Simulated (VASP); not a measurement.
# Co5Si6Ru (P4/mmm) in VASP: single point with PBE

Aim: the single point of Co5Si6Ru with PBE.

Everything below comes from runs of VASP 6.6.1. Logs are shortened: lines on timing, memory, paths and dates and some standing lists are left out, and cuts for length are marked.

### 1 The cell of the first run

It takes space group P4/mmm (No. 123, tetragonal). The conventional cell has a = 4.002 Å, b = 4.002 Å, c = 8.371 Å, α = 90.00°, β = 90.00°, γ = 90.00°. Co (site symmetry 4mm) has 8 Si at 2.41 to 2.42 Å and 5 Co at 2.73 to 2.83 Å and 1 Ru at 2.82 Å within 3.2 Å. Within 3.2 Å of Co (site symmetry 4mm) lie 8 Si at 2.42 Å and 6 Co at 2.72 to 2.83 Å. Within 3.3 Å of Co (site symmetry 4/mmm) lie 8 Si at 2.48 Å and 2 Co at 2.83 Å and 4 Ru at 2.83 Å. Within 3.2 Å of Si (site symmetry 2mm) lie 6 Co at 2.41 to 2.48 Å and 2 Ru at 2.48 Å and 6 Si at 2.71 to 2.95 Å. Within 3.2 Å of Si (site symmetry mmm) lie 8 Co at 2.42 Å and 6 Si at 2.71 to 2.83 Å. Ru (site symmetry 4/mmm) has 8 Si at 2.48 Å and 6 Co at 2.82 to 2.83 Å within 3.3 Å.

### 2 Single point, PBE, collinear spin, ferromagnetic start

Contents of INCAR:

```
  PREC = Accurate
  ENCUT = 520
  EDIFF = 1E-6
  ISMEAR = 0
  SIGMA = 0.1
  LREAL = F
  LASPH = T
  NELM = 150
  ALGO = Normal
  ISIF = 2
  LWAVE = F
  LCHARG = F
  ISPIN = 2
  MAGMOM = 0.57 0.57 0.6 0.67 0.6 0 0 0 0 0 0 0.22
  LORBIT = 11
  LMAXMIX = 4
  GGA = PE
  NBANDS = 58
  KPAR = 4
```

Contents of KPOINTS:

```
Automatic mesh
0
Gamma
  10 10 6
```

Contents of POSCAR:

```
Co5Si6Ru
1.0
    4.0016508289      0.0000000000      0.0000000000
    0.0000000000      4.0016508289      0.0000000000
    0.0000000000      0.0000000000      8.3707083378
Co Si Ru
5 6 1
Direct
    0.0000000000      0.0000000000      0.8366747478
    0.0000000000      0.0000000000      0.1633252522
    0.5000000000      0.5000000000      0.8378220273
    0.5000000000      0.5000000000      0.5000000000
    0.5000000000      0.5000000000      0.1621779727
    0.5000000000      0.0000000000      0.6760544509
    0.5000000000      0.0000000000      0.3239455491
    0.5000000000      0.0000000000      0.0000000000
    0.0000000000      0.5000000000      0.6760544509
    0.0000000000      0.5000000000      0.3239455491
    0.0000000000      0.5000000000      0.0000000000
    0.0000000000      0.0000000000      0.5000000000
```

Potentials or basis: VASP PAW PBE potentials, release 64 (Co, Si, Ru_pv).

On the command line:

```
> cat potpaw_PBE.64/Co/POTCAR potpaw_PBE.64/Si/POTCAR potpaw_PBE.64/Ru_pv/POTCAR > POTCAR
> mpirun -np 4 vasp_std > vasp.out
```

OUTCAR:

```text
PREC = Accurate
   ENCUT = 520
   EDIFF = 1E-6
   ISMEAR = 0
   LREAL = F
   LASPH = T
   NELM = 150
   ISIF = 2
   ISPIN = 2
   LORBIT = 11
   GGA = PE

 ion  position               nearest neighbor table
   1  0.000  0.000  0.837-   6 2.41   9 2.41   9 2.41   6 2.41   8 2.42  11 2.42  11 2.42   8 2.42
                             2 2.73  12 2.82   3 2.83   3 2.83   3 2.83   3 2.83
   2  0.000  0.000  0.163-   7 2.41  10 2.41  10 2.41   7 2.41   8 2.42  11 2.42  11 2.42   8 2.42
                             1 2.73  12 2.82   5 2.83   5 2.83   5 2.83   5 2.83
   3  0.500  0.500  0.838-   6 2.42   9 2.42   6 2.42   9 2.42   8 2.42   8 2.42  11 2.42  11 2.42
                             5 2.72   4 2.83   1 2.83   1 2.83   1 2.83   1 2.83
   4  0.500  0.500  0.500-   6 2.48   7 2.48   9 2.48  10 2.48   6 2.48   7 2.48   9 2.48  10 2.48
                             3 2.83   5 2.83  12 2.83  12 2.83  12 2.83  12 2.83
   5  0.500  0.500  0.162-   7 2.42  10 2.42   7 2.42  10 2.42   8 2.42   8 2.42  11 2.42  11 2.42
                             3 2.72   4 2.83   2 2.83   2 2.83   2 2.83   2 2.83
   6  0.500  0.000  0.676-   1 2.41   1 2.41   3 2.42   3 2.42   4 2.48   4 2.48  12 2.48  12 2.48
                             8 2.71   9 2.83   9 2.83   9 2.83   9 2.83   7 2.95
   7  0.500  0.000  0.324-   2 2.41   2 2.41   5 2.42   5 2.42   4 2.48   4 2.48  12 2.48  12 2.48
                             8 2.71  10 2.83  10 2.83  10 2.83  10 2.83   6 2.95
   8  0.500  0.000  0.000-   3 2.42   5 2.42   3 2.42   5 2.42   1 2.42   2 2.42   1 2.42   2 2.42
                             6 2.71   7 2.71  11 2.83  11 2.83  11 2.83  11 2.83
   9  0.000  0.500  0.676-   1 2.41   1 2.41   3 2.42   3 2.42   4 2.48  12 2.48  12 2.48   4 2.48
                            11 2.71   6 2.83   6 2.83   6 2.83   6 2.83  10 2.95
  10  0.000  0.500  0.324-   2 2.41   2 2.41   5 2.42   5 2.42   4 2.48  12 2.48   4 2.48  12 2.48
                            11 2.71   7 2.83   7 2.83   7 2.83   7 2.83   9 2.95
  11  0.000  0.500  0.000-   3 2.42   5 2.42   3 2.42   5 2.42   1 2.42   2 2.42   1 2.42   2 2.42
                             9 2.71  10 2.71   8 2.83   8 2.83   8 2.83   8 2.83
  12  0.000  0.000  0.500-   6 2.48   7 2.48   9 2.48  10 2.48   9 2.48  10 2.48   6 2.48   7 2.48
                             1 2.82   2 2.82   4 2.83   4 2.83   4 2.83   4 2.83

  LATTYP: Found a simple tetragonal cell.
 ALAT       =     4.0016508289
 C/A-ratio  =     2.0918137778

  Lattice vectors:

 A1 = (   4.0016508289,   0.0000000000,   0.0000000000)
 A2 = (   0.0000000000,   4.0016508289,   0.0000000000)
 A3 = (   0.0000000000,   0.0000000000,   8.3707083378)

Analysis of symmetry for initial positions (statically):
=====================================================================
 Subroutine PRICEL returns:
 Original cell was already a primitive cell.

 Routine SETGRP: Setting up the symmetry group for a
 simple tetragonal supercell.

 Subroutine GETGRP returns: Found 16 space group operations
 (whereof 16 operations were pure point group operations)
 out of a pool of 16 trial point group operations.

The static configuration has the point symmetry D_4h.

Analysis of symmetry for dynamics (positions and initial velocities):
=====================================================================
 Subroutine PRICEL returns:
 Original cell was already a primitive cell.

 Routine SETGRP: Setting up the symmetry group for a
 simple tetragonal supercell.

 Subroutine GETGRP returns: Found 16 space group operations
 (whereof 16 operations were pure point group operations)
 out of a pool of 16 trial point group operations.

The dynamic configuration has the point symmetry D_4h.

Analysis of structural, dynamic, and magnetic symmetry:
=====================================================================
 Subroutine PRICEL returns:
 Original cell was already a primitive cell.

 Routine SETGRP: Setting up the symmetry group for a
 simple tetragonal supercell.

 Subroutine GETGRP returns: Found 16 space group operations
 (whereof 16 operations were pure point group operations)
 out of a pool of 16 trial point group operations.

The overall configuration has the point symmetry D_4h.

 Subroutine INISYM returns: Found 16 space group operations
 (whereof 16 operations are pure point group operations),
 and found     1 'primitive' translations

----------------------------------------------------------------------------------------

                                     Primitive cell

  volume of cell :     134.0419

  direct lattice vectors                    reciprocal lattice vectors
     4.001650829  0.000000000  0.000000000     0.249896866  0.000000000  0.000000000
     0.000000000  4.001650829  0.000000000     0.000000000  0.249896866  0.000000000
[... 115 lines left out ...]
   PSTRESS=    0.0 pullay stress
   NELECT =      83.0000    total number of electrons
   NUPDOWN=      -1.0000    fix difference up-down
   EMIN   =  10.00;   EMAX   =-10.00  energy-range for DOS
   EFERMI =   0.00;   METHOD = LEGACY
   ISMEAR =     0;   SIGMA  =   0.10  broadening in eV -4-tet -1-fermi 0-gaus
   EFERMI_NEDOS =   21; number of points for ismear=-14 and -15
   IALGO  =     38    algorithm
   IMIX   =      4    mixing-type and parameters
     AMIX     =   0.40;   BMIX     =  1.00
     AMIX_MAG =   1.60;   BMIX_MAG =  1.00
  volume/ion in A,a.u.               =      11.17        75.38
  Fermi-wavevector in a.u.,A,eV,Ry     =   1.395363  2.636855 26.491075  1.947039
  Thomas-Fermi vector in A             =   2.518822
   LORBIT       =     11    0 simple, 1 ext, 2 COOP (PROOUT), +10 PAW based schemes
   GGA     = PE    functional components
   LHFCALC =     F    Hartree Fock is set to
   AEXX    =    0.0000 exact exchange contribution
   IVDW    =     0    specifies the selected vdW correction
   LEPSILON=     F    determine dielectric tensor
   LRPA    =     F    only Hartree local field effects (RPA)
 spin polarized calculation
 Gauss-broadening in eV      SIGMA  =   0.10
  energy-cutoff  :      520.00
  volume of cell :      134.04
 maximum number of plane-waves:      3655
 NGX is ok and might be reduce to    30
   NGX = 15   NGY = 15   NGZ = 31

 number of electron      82.9999978 magnetization       2.7476482

 Free energy of the ion-electron system (eV)
  ---------------------------------------------------
  ext. energy  EPLUGINS =         0.00000000
  ---------------------------------------------------
  free energy    TOTEN  =       -81.93715465 eV

  energy without entropy =      -81.88547523  energy(sigma->0) =      -81.91131494

 E-fermi :  12.7636     XC(G=0): -12.9333

 val. band max:       12.7616515743   @ k =   0.1000   0.0000   0.1667
 cond. band min:      12.7658366178   @ k =   0.5000   0.3000   0.1667
 fundamental gap:      0.0041850435
 Fermi energy:        12.7635668557

 spin component 1

 k-point     1 :       0.0000    0.0000    0.0000
  band No.  band energies     occupation
      1     -30.4339      1.00000
      2     -30.3533      1.00000
      3     -30.3533      1.00000
      4      -1.2280      1.00000
      5       0.7607      1.00000
      6       1.0335      1.00000
[... 1333 lines left out ...]
     52      15.9895      0.00000
     53      16.2443      0.00000

 [... further k-points ...]

 spin component 2

 k-point     1 :       0.0000    0.0000    0.0000
  band No.  band energies     occupation
      1     -30.2658      1.00000
      2     -30.1820      1.00000
      3     -30.1820      1.00000
      4      -1.2206      1.00000
      5       0.7716      1.00000
      6       1.0350      1.00000
[... 1333 lines left out ...]
     52      16.1474      0.00000
     53      16.3536      0.00000

 [... further k-points ...]

 [bands above 53 left out]

------------------------ aborting loop because EDIFF is reached ----------------------------------------

  FORCE on cell =-STRESS in cart. coord.  units (eV):
  Direction    XX          YY          ZZ          XY          YZ          ZX
  --------------------------------------------------------------------------------------
  -------------------------------------------------------------------------------------
  Total       -0.0072455     -0.0072455     -0.0956149      0.0000000      0.0000000     -0.0000000
  in kB       -0.0866045     -0.0866045     -1.1428663      0.0000000      0.0000000     -0.0000000
  external PRESSURE =      -0.4386918 kB  Pullay stress =       0.0000000 kB

 VOLUME and BASIS-vectors are now :
 -----------------------------------------------------------------------------
  energy-cutoff  :      520.00
  volume of cell :      134.04
      direct lattice vectors                 reciprocal lattice vectors
     4.001650829  0.000000000  0.000000000     0.249896866  0.000000000  0.000000000
     0.000000000  4.001650829  0.000000000     0.000000000  0.249896866  0.000000000
     0.000000000  0.000000000  8.370708338     0.000000000  0.000000000  0.119464203

 POSITION                                       TOTAL-FORCE (eV/Angst)
 -----------------------------------------------------------------------------------
      0.00000      0.00000      7.00356        -0.000000     -0.000000     -0.009223
      0.00000      0.00000      1.36715        -0.000000     -0.000000      0.009223
      2.00083      2.00083      7.01316        -0.000000      0.000000     -0.012575
      2.00083      2.00083      4.18535        -0.000000     -0.000000     -0.000000
      2.00083      2.00083      1.35754        -0.000000     -0.000000      0.012575
      2.00083      0.00000      5.65905        -0.000000     -0.000000      0.032280
      2.00083      0.00000      2.71165         0.000000     -0.000000     -0.032280
      2.00083      0.00000      0.00000        -0.000000     -0.000000     -0.000000
      0.00000      2.00083      5.65905        -0.000000      0.000000      0.032280
      0.00000      2.00083      2.71165         0.000000      0.000000     -0.032280
      0.00000      2.00083      0.00000        -0.000000     -0.000000     -0.000000
      0.00000      0.00000      4.18535        -0.000000     -0.000000     -0.000000
 -----------------------------------------------------------------------------------
    total drift:                                0.000000      0.000000      0.000000

  FREE ENERGIE OF THE ION-ELECTRON SYSTEM (eV)
  ---------------------------------------------------
  free  energy   TOTEN  =       -81.9371546521 eV

  energy  without entropy=      -81.8854752275  energy(sigma->0) =      -81.91131494

 total charge

# of ion       s       p       d       tot
------------------------------------------
    1        0.432   0.577   7.575   8.583
    2        0.432   0.577   7.575   8.583
    3        0.440   0.577   7.567   8.584
    4        0.397   0.532   7.506   8.435
    5        0.440   0.577   7.567   8.584
    6        0.720   0.851   0.000   1.570
    7        0.720   0.851   0.000   1.570
    8        0.709   0.857   0.000   1.565
    9        0.720   0.851   0.000   1.570
   10        0.720   0.851   0.000   1.570
   11        0.709   0.857   0.000   1.565
   12        0.359   6.321   6.298  12.977
--------------------------------------------------
tot          6.794  14.277  44.087  65.158

 magnetization (x)

# of ion       s       p       d       tot
------------------------------------------
    1        0.004  -0.000   0.481   0.486
    2        0.004  -0.000   0.481   0.486
    3        0.009   0.003   0.499   0.512
    4        0.002  -0.005   0.579   0.576
    5        0.009   0.003   0.499   0.512
    6        0.002   0.006   0.000   0.008
    7        0.002   0.006   0.000   0.008
    8        0.001   0.010   0.000   0.011
    9        0.002   0.006   0.000   0.008
   10        0.002   0.006   0.000   0.008
   11        0.001   0.010   0.000   0.011
   12        0.006  -0.004   0.210   0.211
--------------------------------------------------
tot          0.044   0.041   2.749   2.834
```

Wall time 7.2 min (4 MPI ranks of Intel Xeon Platinum 8488C (Sapphire Rapids), shared host); peak memory 0.92 GiB.

What came out:

```yaml
Free_energy: -81.9372 eV
Pressure: 0.0 GPa
Largest_force: 0.032 eV/Å
Net_moment: 2.75 μB per cell
Site_moments: Co +0.49, +0.51, +0.58 (each value once); Si +0.01; Ru +0.21 μB
Valence_electrons_inside_the_program's_atomic_spheres: Co 8.58, 8.44 (each value once); Si 1.57, 1.56 (each value once); Ru 12.98
```

Forces on the atoms (eV/Å):
```
Co   0.000  0.000 -0.009
Co   0.000  0.000  0.009
Co   0.000  0.000 -0.013
Co   0.000  0.000  0.000
Co   0.000  0.000  0.013
Si   0.000  0.000  0.032
Si   0.000  0.000 -0.032
Si   0.000  0.000  0.000
Si   0.000  0.000  0.032
Si   0.000  0.000 -0.032
Si   0.000  0.000  0.000
Ru   0.000  0.000  0.000
```
